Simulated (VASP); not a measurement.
# CdS (F-43m) in VASP: a series of runs

CdS is run at these levels: PBEsol; tasks: relaxation of the atoms.

All numbers are computed with VASP 6.6.1; they aren't measurements. Logs are shortened: lines on timing, memory, paths and dates and some standing lists are left out, and cuts for length are marked.

## Step 1: The cell of the first run

The structure is cubic, space group F-43m (No. 216). Conventional cell: a = 5.576 Å, b = 5.576 Å, c = 5.576 Å, α = 90.00°, β = 90.00°, γ = 90.00°. Cd (site symmetry -43m) has 4 S at 2.41 Å within 3.2 Å. S (site symmetry -43m) has 4 Cd at 2.41 Å within 3.2 Å.

## Step 2: Relaxation of the atoms, PBEsol

The input, INCAR:

```
SYSTEM = CdS
PREC = Accurate
ENCUT = 520
EDIFF = 1E-6
ISMEAR = -1
SIGMA = 0.03
LREAL = .FALSE.
LASPH = .TRUE.
NELM = 100
ALGO = Normal
ISIF = 2
LWAVE = .FALSE.
LCHARG = .FALSE.
GGA = PS
IBRION = 2
NSW = 50
EDIFFG = -0.01
```

The input, KPOINTS:

```
regular mesh
0
G
  8 8 8
  0 0 0
```

The input, POSCAR:

```
CdS
1.0
    0.0000000000      2.7877663408      2.7877663408
    2.7877663408      0.0000000000      2.7877663408
    2.7877663408      2.7877663408      0.0000000000
Cd S
1 1
Direct
    0.0000000000      0.0000000000      0.0000000000
    0.7500000000      0.7500000000      0.7500000000
```

Potentials or basis: VASP PAW PBE potentials, release 64 (Cd, S).

Command:

```
cat potpaw_PBE.64/Cd/POTCAR potpaw_PBE.64/S/POTCAR > POTCAR
mpirun -np 1 vasp_std > vasp.out
```

OUTCAR:

```text
SYSTEM = CdS
   PREC = Accurate
   ENCUT = 520
   EDIFF = 1E-6
   ISMEAR = -1
   LREAL = .FALSE.
   LASPH = .TRUE.
   NELM = 100
   ISIF = 2
   GGA = PS
   IBRION = 2
   NSW = 50
   EDIFFG = -0.01

 ion  position               nearest neighbor table
   1  0.000  0.000  0.000-   2 2.41   2 2.41   2 2.41   2 2.41
   2  0.750  0.750  0.750-   1 2.41   1 2.41   1 2.41   1 2.41

  LATTYP: Found a face centered cubic cell.
 ALAT       =     5.5755326816

  Lattice vectors:

 A1 = (   0.0000000000,   2.7877663408,   2.7877663408)
 A2 = (   2.7877663408,   0.0000000000,   2.7877663408)
 A3 = (   2.7877663408,   2.7877663408,   0.0000000000)

Analysis of symmetry for initial positions (statically):
=====================================================================
 Subroutine PRICEL returns:
 Original cell was already a primitive cell.

 Routine SETGRP: Setting up the symmetry group for a
 face centered cubic supercell.

 Subroutine GETGRP returns: Found 24 space group operations
 (whereof 24 operations were pure point group operations)
 out of a pool of 48 trial point group operations.

The static configuration has the point symmetry T_d .

Analysis of symmetry for dynamics (positions and initial velocities):
=====================================================================
 Subroutine PRICEL returns:
 Original cell was already a primitive cell.

 Routine SETGRP: Setting up the symmetry group for a
 face centered cubic supercell.

 Subroutine GETGRP returns: Found 24 space group operations
 (whereof 24 operations were pure point group operations)
 out of a pool of 48 trial point group operations.

The dynamic configuration has the point symmetry T_d .

 Subroutine INISYM returns: Found 24 space group operations
 (whereof 24 operations are pure point group operations),
 and found     1 'primitive' translations

----------------------------------------------------------------------------------------

                                     Primitive cell

  volume of cell :      43.3310

  direct lattice vectors                    reciprocal lattice vectors
     0.000000000  2.787766341  2.787766341    -0.179355060  0.179355060  0.179355060
     2.787766341  0.000000000  2.787766341     0.179355060 -0.179355060  0.179355060
     2.787766341  2.787766341  0.000000000     0.179355060  0.179355060 -0.179355060

  length of vectors
[... 92 lines left out ...]
   PSTRESS=    0.0 pullay stress
   NELECT =      18.0000    total number of electrons
   NUPDOWN=      -1.0000    fix difference up-down
   EMIN   =  10.00;   EMAX   =-10.00  energy-range for DOS
   EFERMI =   0.00;   METHOD = LEGACY
   ISMEAR =    -1;   SIGMA  =   0.03  broadening in eV -4-tet -1-fermi 0-gaus
   EFERMI_NEDOS =   21; number of points for ismear=-14 and -15
   IALGO  =     38    algorithm
   IMIX   =      4    mixing-type and parameters
     AMIX     =   0.40;   BMIX     =  1.00
     AMIX_MAG =   1.60;   BMIX_MAG =  1.00
  volume/ion in A,a.u.               =      21.67       146.21
  Fermi-wavevector in a.u.,A,eV,Ry     =   1.221516  2.308331 20.301284  1.492102
  Thomas-Fermi vector in A             =   2.356696
   LORBIT       =      0    0 simple, 1 ext, 2 COOP (PROOUT), +10 PAW based schemes
   GGA     = PS    functional components
   LHFCALC =     F    Hartree Fock is set to
   AEXX    =    0.0000 exact exchange contribution
   IVDW    =     0    specifies the selected vdW correction
   LEPSILON=     F    determine dielectric tensor
   LRPA    =     F    only Hartree local field effects (RPA)
 conjugate gradient relaxation of ions
 non-spin polarized calculation
  energy-cutoff  :      520.00
  volume of cell :       43.33
 maximum number of plane-waves:      1211
 NGX is ok and might be reduce to    30
   NGX = 15   NGY = 15   NGZ = 15

 number of electron      17.9999999 magnetization

 Free energy of the ion-electron system (eV)
  ---------------------------------------------------
  ext. energy  EPLUGINS =         0.00000000
  ---------------------------------------------------
  free energy    TOTEN  =        -6.60972596 eV

  energy without entropy =       -6.60972596  energy(sigma->0) =       -6.60972596

 E-fermi :   3.1130     XC(G=0): -10.0298

 val. band max:        2.4959437767   @ k =   0.0000   0.0000   0.0000
 cond. band min:       3.7712572547   @ k =   0.0000   0.0000   0.0000
 fundamental gap:      1.2753134780
 Fermi energy:         3.1130497064

 k-point     1 :       0.0000    0.0000    0.0000
  band No.  band energies     occupation
      1     -10.8397      2.00000
      2      -5.8693      2.00000
      3      -5.8693      2.00000
      4      -5.8693      2.00000
      5      -5.1703      2.00000
      6      -5.1703      2.00000
      7       2.4959      2.00000
      8       2.4959      2.00000
      9       2.4959      2.00000
     10       3.7713      0.00000
     11       8.8516      0.00000
     12       8.8516      0.00000
     13       8.8516      0.00000
[... 354 lines left out ...]
  band No.  band energies     occupation
      1     -10.1701      2.00000
      2      -5.6477      2.00000
      3      -5.5844      2.00000
      4      -5.2216      2.00000
      5      -5.1338      2.00000
      6      -4.4909      2.00000
      7      -2.5212      2.00000
      8       0.0539      2.00000
      9       0.9029      2.00000
     10       7.1160      0.00000
     11       8.0608      0.00000
     12       9.8637      0.00000
     13      11.0006      0.00000

 [... further k-points ...]

------------------------ aborting loop because EDIFF is reached ----------------------------------------

  FORCE on cell =-STRESS in cart. coord.  units (eV):
  Direction    XX          YY          ZZ          XY          YZ          ZX
  --------------------------------------------------------------------------------------
  -------------------------------------------------------------------------------------
  Total        3.1292679      3.1292679      3.1292679      0.0000000      0.0000000     -0.0000000
  in kB      115.7055579    115.7055579    115.7055579      0.0000000      0.0000000     -0.0000000
  external PRESSURE =     115.7055579 kB  Pullay stress =       0.0000000 kB

 VOLUME and BASIS-vectors are now :
 -----------------------------------------------------------------------------
  energy-cutoff  :      520.00
  volume of cell :       43.33
      direct lattice vectors                 reciprocal lattice vectors
     0.000000000  2.787766341  2.787766341    -0.179355060  0.179355060  0.179355060
     2.787766341  0.000000000  2.787766341     0.179355060 -0.179355060  0.179355060
     2.787766341  2.787766341  0.000000000     0.179355060  0.179355060 -0.179355060

 POSITION                                       TOTAL-FORCE (eV/Angst)
 -----------------------------------------------------------------------------------
      0.00000      0.00000      0.00000         0.000000      0.000000      0.000000
      4.18165      4.18165      4.18165        -0.000000     -0.000000     -0.000000
 -----------------------------------------------------------------------------------
    total drift:                                0.000000      0.000000      0.000000

  FREE ENERGIE OF THE ION-ELECTRON SYSTEM (eV)
  ---------------------------------------------------
  free  energy   TOTEN  =        -6.6097259591 eV

  energy  without entropy=       -6.6097259591  energy(sigma->0) =       -6.60972596

 reached required accuracy - stopping structural energy minimisation
```

It took 14 s on 1 thread of AMD EPYC 7R43 (Zen 3), shared host; peak memory 0.14 GiB.

What came out:

* Free energy: -6.6097 eV
* Pressure after relaxing: 11.6 GPa
* Band gap on the k mesh: 1.28 eV

Final structure:
```yaml
crystal:
  lattice:
    - [0.00000, 2.78777, 2.78777]
    - [2.78777, 0.00000, 2.78777]
    - [2.78777, 2.78777, 0.00000]
  atoms:
    - { symbol: Cd, position: [0.00000, 0.00000, 0.00000] }
    - { symbol: S, position: [0.75000, 0.75000, 0.75000] }
```

Levels at points of the mesh, in eV from the valence-band top:
| k point | band 7 | band 8 | band 9 | band 10 | band 11 | band 12 |
| --- | --- | --- | --- | --- | --- | --- |
| (0.00, 0.00, 0.00) | 0.00 | 0.00 | 0.00 | 1.28 | 6.36 | 6.36 |
| (0.50, 0.00, 0.00) | -5.40 | -0.99 | -0.99 | 3.04 | 6.86 | 6.86 |
| (0.50, 0.50, 0.00) | -4.66 | -2.44 | -2.44 | 3.12 | 4.32 | 9.71 |

Caveat: the relaxation stopped at its first step, so nothing moved; the PAW data sets were made with another functional, which shifts forces and pressure a little.

## Step 3: Relaxation of the atoms, PBEsol

This run uses another cell than the first one, of 25.49 Å³/atom.

The input, INCAR:

```
PREC = Accurate ; ENCUT = 520
EDIFF = 1E-6 ; ISMEAR = -1
SIGMA = 0.03 ; LREAL = False
LASPH = True ; NELM = 60
ALGO = Normal ; ISIF = 2
LWAVE = False ; LCHARG = False
GGA = PS ; IBRION = 2
NSW = 50 ; EDIFFG = -0.01
```

The input, KPOINTS:

```
Automatic mesh
0
Gamma
  8 8 8
```

The input, POSCAR:

```
CdS
1.0
    0.0000000000      2.9429534649      2.9429534649
    2.9429534649      0.0000000000      2.9429534649
    2.9429534649      2.9429534649      0.0000000000
Cd S
1 1
Direct
    0.0000000000      0.0000000000      0.0000000000
    0.7500000000      0.7500000000      0.7500000000
```

Potentials or basis: VASP PAW PBE potentials, release 64 (Cd, S).

Command:

```
cat potpaw_PBE.64/Cd/POTCAR potpaw_PBE.64/S/POTCAR > POTCAR
mpirun -np 1 vasp_std > vasp.out
```

It took 14 s on 1 thread of AMD EPYC 7R43 (Zen 3), shared host; peak memory 0.15 GiB.

Results (log left out):

```
Free energy             : -6.8079 eV
Pressure after relaxing : -1.4 GPa
Band gap on the k mesh  : 0.95 eV
```

Final structure:
```
Cd S
1.0
     0.00000    2.94295    2.94295
     2.94295    0.00000    2.94295
     2.94295    2.94295    0.00000
Cd S
1 1
Direct
  0.00000 0.00000 0.00000
  0.75000 0.75000 0.75000
```

Levels at points of the mesh, in eV from the valence-band top:
```tsv
k point	band 5	band 6	band 7	band 8	band 9	band 10	band 11	band 12	band 13
(0.00, 0.00, 0.00)	-7.18	-7.18	0.00	0.00	0.00	0.95	6.45	6.45	6.45
(0.50, 0.00, 0.00)	-7.14	-6.82	-4.32	-0.73	-0.73	2.85	6.91	6.91	7.25
(0.50, 0.50, 0.00)	-7.10	-6.76	-3.90	-1.82	-1.82	3.44	4.22	8.96	10.51
```

Caveat: the relaxation stopped at its first step, so nothing moved; the PAW data sets were made with another functional, which shifts forces and pressure a little.
